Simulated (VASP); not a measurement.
# Si2Sn (Fm-3m) in VASP: relaxation of cell and atoms with r2SCAN

Aim: the relaxation of cell and atoms of Si2Sn with r2SCAN.

Everything below comes from runs of VASP 6.6.1. Logs are shortened: lines on timing, memory, paths and dates and some standing lists are left out, and cuts for length are marked.

## (1) The cell of the first run

The structure is cubic, space group Fm-3m (No. 225). Conventional cell: a = 6.524 Å, b = 6.524 Å, c = 6.524 Å, α = 90.00°, β = 90.00°, γ = 90.00°. Si (site symmetry -43m) has 4 Sn at 2.82 Å and 6 Si at 3.26 Å within 3.7 Å. Sn (site symmetry m-3m) has 8 Si at 2.82 Å within 3.7 Å.

## (2) Relaxation of cell and atoms, r2SCAN

Input file POSCAR:

```
Si2Sn
1.0
    0.0000000000      3.2620088405      3.2620088405
    3.2620088405      0.0000000000      3.2620088405
    3.2620088405      3.2620088405      0.0000000000
Si Sn
2 1
Direct
    0.2500000000      0.2500000000      0.2500000000
    0.7500000000      0.7500000000      0.7500000000
    0.0000000000      0.0000000000      0.0000000000
```

Input file INCAR.step1:

```
SYSTEM = Si2Sn
ALGO = Normal ; EDIFF = 1E-4
ENCUT = 600 ; GGA = PE
ISMEAR = 0 ; LASPH = .True.
LCHARG = .False. ; LREAL = .False.
LWAVE = .True. ; NELM = 60
PREC = Accurate ; SIGMA = 0.1
```

Input file INCAR.step2:

```
SYSTEM = Si2Sn
ALGO = Normal ; EDIFF = 1E-6
EDIFFG = -0.01 ; ENCUT = 600
IBRION = 2 ; ISIF = 3
ISMEAR = 0 ; ISTART = 1
LASPH = .True. ; LCHARG = .False.
LMIXTAU = .True. ; LREAL = .False.
LWAVE = .False. ; METAGGA = R2SCAN
NELM = 60 ; NSW = 100
PREC = Accurate ; SIGMA = 0.1
```

Input file KPOINTS:

```
k-points
0
Gamma
  12 12 12
  0 0 0
```

Potentials or basis: VASP PAW PBE potentials, release 64 (Si, Sn_d).

Run with:

```
$ cat potpaw_PBE.64/Si/POTCAR potpaw_PBE.64/Sn_d/POTCAR > POTCAR
$ cp INCAR.step1 INCAR
$ mpirun -np 1 vasp_std > vasp.out
$ cp INCAR.step2 INCAR
$ mpirun -np 1 vasp_std > vasp.out
```

OUTCAR:

```text
SYSTEM = Si2Sn
   EDIFF = 1E-6
   EDIFFG = -0.01
   ENCUT = 600
   IBRION = 2
   ISIF = 3
   ISMEAR = 0
   ISTART = 1
   LASPH = .True.
   LREAL = .False.
   METAGGA = R2SCAN
   NELM = 60
   NSW = 100
   PREC = Accurate

 ion  position               nearest neighbor table
   1  0.250  0.250  0.250-   3 2.82   3 2.82   3 2.82   3 2.82
   2  0.750  0.750  0.750-   3 2.82   3 2.82   3 2.82   3 2.82
   3  0.000  0.000  0.000-   2 2.82   2 2.82   2 2.82   1 2.82   2 2.82   1 2.82   1 2.82   1 2.82

  LATTYP: Found a face centered cubic cell.
 ALAT       =     6.5240176810

  Lattice vectors:

 A1 = (   0.0000000000,   3.2620088405,   3.2620088405)
 A2 = (   3.2620088405,   0.0000000000,   3.2620088405)
 A3 = (   3.2620088405,   3.2620088405,   0.0000000000)

Analysis of symmetry for initial positions (statically):
=====================================================================
 Subroutine PRICEL returns:
 Original cell was already a primitive cell.

 Routine SETGRP: Setting up the symmetry group for a
 face centered cubic supercell.

 Subroutine GETGRP returns: Found 48 space group operations
 (whereof 48 operations were pure point group operations)
 out of a pool of 48 trial point group operations.

The static configuration has the point symmetry O_h .

Analysis of symmetry for dynamics (positions and initial velocities):
=====================================================================
 Subroutine PRICEL returns:
 Original cell was already a primitive cell.

 Routine SETGRP: Setting up the symmetry group for a
 face centered cubic supercell.

 Subroutine GETGRP returns: Found 48 space group operations
 (whereof 48 operations were pure point group operations)
 out of a pool of 48 trial point group operations.

The dynamic configuration has the point symmetry O_h .

 Subroutine INISYM returns: Found 48 space group operations
 (whereof 48 operations are pure point group operations),
 and found     1 'primitive' translations

----------------------------------------------------------------------------------------

                                     Primitive cell

  volume of cell :      69.4201

  direct lattice vectors                    reciprocal lattice vectors
     0.000000000  3.262008841  3.262008841    -0.153279781  0.153279781  0.153279781
     3.262008841  0.000000000  3.262008841     0.153279781 -0.153279781  0.153279781
     3.262008841  3.262008841  0.000000000     0.153279781  0.153279781 -0.153279781

  length of vectors
     4.613177143  4.613177143  4.613177143     0.265488368  0.265488368  0.265488368

  position of ions in fractional coordinates (direct lattice)
     0.250000000  0.250000000  0.250000000
     0.750000000  0.750000000  0.750000000
     0.000000000  0.000000000  0.000000000

  ion indices of the primitive-cell ions
   primitive index   ion index
                 1           1
                 2           2
                 3           3

----------------------------------------------------------------------------------------

 KPOINTS: k-points

Automatic generation of k-mesh.
 Grid dimensions read from file:
 generate k-points for:   12   12   12

 Generating k-lattice:

  Cartesian coordinates                     Fractional coordinates (reciprocal lattice)
    -0.012773315  0.012773315  0.012773315     0.083333333  0.000000000  0.000000000
     0.012773315 -0.012773315  0.012773315     0.000000000  0.083333333  0.000000000
     0.012773315  0.012773315 -0.012773315     0.000000000  0.000000000  0.083333333

  Length of vectors
[... 63 lines left out ...]
   POTIM  = 0.5000    time-step for ionic-motion
   TEBEG  =    0.0;   TEEND  =   0.0 temperature during run
   PSTRESS=    0.0 pullay stress
   NELECT =      22.0000    total number of electrons
   NUPDOWN=      -1.0000    fix difference up-down
   EMIN   =  10.00;   EMAX   =-10.00  energy-range for DOS
   EFERMI =   0.00;   METHOD = LEGACY
   ISMEAR =     0;   SIGMA  =   0.10  broadening in eV -4-tet -1-fermi 0-gaus
   EFERMI_NEDOS =   21; number of points for ismear=-14 and -15
   IALGO  =     38    algorithm
   IMIX   =      4    mixing-type and parameters
     AMIX     =   0.40;   BMIX     =  1.00
     AMIX_MAG =   1.60;   BMIX_MAG =  1.00
  volume/ion in A,a.u.               =      23.14       156.16
  Fermi-wavevector in a.u.,A,eV,Ry     =   1.116145  2.109208 16.949859  1.245780
  Thomas-Fermi vector in A             =   2.252756
   LORBIT       =      0    0 simple, 1 ext, 2 COOP (PROOUT), +10 PAW based schemes
   METAGGA = R2SCAN    functional components
   LHFCALC =     F    Hartree Fock is set to
   AEXX    =    0.0000 exact exchange contribution
   IVDW    =     0    specifies the selected vdW correction
   LEPSILON=     F    determine dielectric tensor
   LRPA    =     F    only Hartree local field effects (RPA)
 conjugate gradient relaxation of ions
 non-spin polarized calculation
 Gauss-broadening in eV      SIGMA  =   0.10
  energy-cutoff  :      600.00
  volume of cell :       69.42
 maximum number of plane-waves:      2334
 NGX is ok and might be reduce to    40
   NGX = 19   NGY = 19   NGZ = 19

--------------------------------------- Ionic step        1  -------------------------------------------

 number of electron      22.0000002 magnetization

 Free energy of the ion-electron system (eV)
  ---------------------------------------------------
  ext. energy  EPLUGINS =         0.00000000
  ---------------------------------------------------
  free energy    TOTEN  =       -39.58366523 eV

  energy without entropy =      -39.57423864  energy(sigma->0) =      -39.57895194

------------------------ aborting loop because EDIFF is reached ----------------------------------------

  FORCE on cell =-STRESS in cart. coord.  units (eV):
  Direction    XX          YY          ZZ          XY          YZ          ZX
  --------------------------------------------------------------------------------------
  -------------------------------------------------------------------------------------
  Total       -0.0655171     -0.0655171     -0.0655171      0.0000000      0.0000000      0.0000000
  in kB       -1.5120966     -1.5120966     -1.5120966      0.0000000      0.0000000      0.0000000
  external PRESSURE =      -1.5120966 kB  Pullay stress =       0.0000000 kB

 VOLUME and BASIS-vectors are now :
 -----------------------------------------------------------------------------
  energy-cutoff  :      600.00
  volume of cell :       69.42
      direct lattice vectors                 reciprocal lattice vectors
     0.000000000  3.262008841  3.262008841    -0.153279781  0.153279781  0.153279781
     3.262008841  0.000000000  3.262008841     0.153279781 -0.153279781  0.153279781
     3.262008841  3.262008841  0.000000000     0.153279781  0.153279781 -0.153279781

 POSITION                                       TOTAL-FORCE (eV/Angst)
 -----------------------------------------------------------------------------------
      1.63100      1.63100      1.63100         0.000000      0.000000      0.000000
      4.89301      4.89301      4.89301        -0.000000     -0.000000     -0.000000
      0.00000      0.00000      0.00000        -0.000000      0.000000     -0.000000
 -----------------------------------------------------------------------------------
    total drift:                               -0.000000      0.000000      0.000000

  FREE ENERGIE OF THE ION-ELECTRON SYSTEM (eV)
  ---------------------------------------------------
  free  energy   TOTEN  =       -39.5836652309 eV

  energy  without entropy=      -39.5742386420  energy(sigma->0) =      -39.57895194

--------------------------------------- Ionic step        2  -------------------------------------------

 number of electron      22.0000002 magnetization

 Free energy of the ion-electron system (eV)
  ---------------------------------------------------
  ext. energy  EPLUGINS =         0.00000000
  ---------------------------------------------------
  free energy    TOTEN  =       -39.58374952 eV

  energy without entropy =      -39.57424760  energy(sigma->0) =      -39.57899856

 E-fermi :   6.7578     XC(G=0): -10.3955

 val. band max:        6.7493848265   @ k =   0.4167   0.2500   0.0833
 cond. band min:       6.7655922608   @ k =   0.1667   0.0833   0.0000
 fundamental gap:      0.0162074343
 Fermi energy:         6.7577795786

 k-point     1 :       0.0000    0.0000    0.0000
  band No.  band energies     occupation
      1     -15.5560      2.00000
      2     -15.5560      2.00000
      3     -15.5560      2.00000
      4     -15.4998      2.00000
      5     -15.4998      2.00000
      6      -5.7834      2.00000
      7       2.4349      2.00000
      8       5.2217      2.00000
      9       5.2217      2.00000
     10       5.2217      2.00000
     11       5.7688      2.00000
     12       5.7688      2.00000
     13       5.7688      2.00000
     14       6.2346      2.00000
[... 401 lines left out ...]
      2     -15.5500      2.00000
      3     -15.5467      2.00000
      4     -15.4994      2.00000
      5     -15.4982      2.00000
      6      -3.4811      2.00000
      7      -2.1106      2.00000
      8       0.9525      2.00000
      9       3.3848      2.00000
     10       4.3166      2.00000
     11       6.0790      2.00000
     12       6.8519      0.18337
     13       8.5499      0.00000
     14       9.8942      0.00000
     15      11.3701      0.00000

 [... further k-points ...]
[... 5 lines left out ...]
  --------------------------------------------------------------------------------------
  -------------------------------------------------------------------------------------
  Total        0.0099197      0.0099197      0.0099197     -0.0000000     -0.0000000     -0.0000000
  in kB        0.2296653      0.2296653      0.2296653     -0.0000000     -0.0000000     -0.0000000
  external PRESSURE =       0.2296653 kB  Pullay stress =       0.0000000 kB

 VOLUME and BASIS-vectors are now :
 -----------------------------------------------------------------------------
  energy-cutoff  :      600.00
  volume of cell :       69.20
      direct lattice vectors                 reciprocal lattice vectors
     0.000000000  3.258572079  3.258572079    -0.153441442  0.153441442  0.153441442
     3.258572079  0.000000000  3.258572079     0.153441442 -0.153441442  0.153441442
     3.258572079  3.258572079  0.000000000     0.153441442  0.153441442 -0.153441442

 POSITION                                       TOTAL-FORCE (eV/Angst)
 -----------------------------------------------------------------------------------
      1.62929      1.62929      1.62929        -0.000000     -0.000000     -0.000000
      4.88786      4.88786      4.88786         0.000000      0.000000      0.000000
      3.25857      0.00000      3.25857        -0.000000     -0.000000     -0.000000
 -----------------------------------------------------------------------------------
    total drift:                               -0.000000      0.000000      0.000000

  FREE ENERGIE OF THE ION-ELECTRON SYSTEM (eV)
  ---------------------------------------------------
  free  energy   TOTEN  =       -39.5837495213 eV

  energy  without entropy=      -39.5742475963  energy(sigma->0) =      -39.57899856

 reached required accuracy - stopping structural energy minimisation
```

Run time: 4.2 min. Hardware: 1 thread of Intel Xeon 6975P-C (Granite Rapids), shared host; peak memory 0.32 GiB.

Results:

| Item | Value |
| --- | --- |
| Free energy | -39.5837 eV |
| Relaxed volume | 23.07 Å³/atom |
| Relaxed cell | a = 4.608 Å, b = 4.608 Å, c = 4.608 Å, α = 60.00°, β = 60.00°, γ = 60.00° |
| Space group after relaxing (to 0.05 Å) | Fm-3m (No. 225) |
| Energy gained by relaxing | 0.0 meV/atom |
| Ionic steps | 2 |
| Pressure after relaxing | 0.0 GPa |
| Band gap on the k mesh | zero (band 11 reaches 7.54 eV, above the bottom of band 12 at 5.52 eV) |

Final structure:
```yaml
crystal:
  lattice:
    - [0.00000, 3.25857, 3.25857]
    - [3.25857, 0.00000, 3.25857]
    - [3.25857, 3.25857, 0.00000]
  atoms:
    - { symbol: Si, position: [0.25000, 0.25000, 0.25000] }
    - { symbol: Si, position: [0.75000, 0.75000, 0.75000] }
    - { symbol: Sn, position: [0.00000, 0.00000, 0.00000] }
```

Levels at points of the mesh, in eV from the Fermi level:
| k point | band 8 | band 9 | band 10 | band 11 | band 12 | band 13 | band 14 | band 15 |
| --- | --- | --- | --- | --- | --- | --- | --- | --- |
| (0.00, 0.00, 0.00) | -1.54 | -1.54 | -1.54 | -0.99 | -0.99 | -0.99 | -0.52 | 3.14 |
| (0.50, 0.00, 0.00) | -3.98 | -2.89 | -2.89 | -0.74 | -0.74 | -0.23 | 4.54 | 5.29 |
| (0.50, 0.50, 0.00) | -6.45 | -4.64 | -4.64 | -0.95 | 3.61 | 3.61 | 4.73 | 5.95 |

Caveat: the PAW data sets were made with another functional, which shifts forces and pressure a little; spin-orbit coupling is left out, which moves the levels of the heavy elements.
